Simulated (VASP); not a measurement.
GaN:

```
CELL_PARAMETERS angstrom
3.18275 0.00000 0.00000
-1.59137 2.75634 0.00000
0.00000 0.00000 5.18456
ATOMIC_POSITIONS crystal
Ga 0.33333 0.66667 0.99910
Ga 0.66667 0.33333 0.49910
N 0.33333 0.66667 0.37590
N 0.66667 0.33333 0.87590
```

Base run:

* Program: VASP 6.6.1
* Functional: r2SCAN
* Potentials or basis: VASP PAW PBE potentials, release 64 (Ga_d, N)
* Cutoff: 520 eV
* k mesh: 8 × 8 × 4
* Occupations: gaussian, width 0.05 eV
* Spin: no spin polarisation

Its results: band gap on the k mesh 2.34 eV, direct; pressure 1.1 GPa; largest force 0.010 eV/Å.

Task: The run is repeated on the same cell with these changes: dispersion from none to D3(BJ). What comes out?

Result: Band gap on the k mesh 2.34 eV, direct; pressure -0.6 GPa; largest force 0.010 eV/Å.

Dispersion adds attraction, which lowers the pressure at fixed volume and, as a term added to the energy, leaves the levels alone.

Caveats: the PAW data sets were made with another functional, which shifts forces and pressure a little; three body term missing (some runs).

